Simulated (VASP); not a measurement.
# InPd: single point with r2SCAN

The system is InPd.

```
CELL_PARAMETERS angstrom
3.26666 0.00000 0.00000
0.00000 3.26666 0.00000
0.00000 0.00000 3.26666
ATOMIC_POSITIONS crystal
In 0.50000 0.50000 0.50000
Pd 0.00000 0.00000 0.00000
```

| Property | Result |
| --- | --- |
| Program | VASP 6.6.1 |
| Task | single point |
| Functional | r2SCAN |
| Potentials or basis | VASP PAW PBE potentials, release 64 (In_d, Pd) |
| Cutoff | 520 eV |
| k mesh | 14 × 14 × 14 |
| Occupations | gaussian, width 0.1 eV |
| Spin | no spin polarisation |
| Dipole correction | no |
| Further INCAR settings | ALGO = Normal; EDIFF = 1e-07; NBANDS = 18 |

```
Pressure               : 0.6 GPa
Band gap on the k mesh : zero (an odd number of electrons rules out a gap without spin polarisation)
```

Levels at points of the mesh, in eV from the Fermi level:
```
           k point  band 8  band 9  band 10  band 11  band 12  band 13  band 14  band 15  band 16  band 17
(0.00, 0.00, 0.00)   -4.13   -2.50    -2.50    -2.50     4.42     4.42     4.42    10.09    10.82    10.82
(0.50, 0.00, 0.00)   -4.10   -3.53    -3.53    -2.57    -1.29    10.05    10.05    10.11    11.14    11.14
(0.50, 0.50, 0.00)   -2.93   -2.93    -2.55    -2.55    -1.92     1.55     2.53    10.04    11.85    11.85
(0.50, 0.50, 0.50)   -5.23   -1.88    -1.88     0.17     3.86     3.86     3.86     4.50     4.50     4.50
```

Run time: 100 s on 1 thread of Intel(R) Xeon(R) Platinum 8488C (Sapphire Rapids) (shared host), peak memory 0.2 GiB.

Caveat: the PAW data sets were made with another functional, which shifts forces and pressure a little; spin-orbit coupling is left out, which moves the levels of the heavy elements.
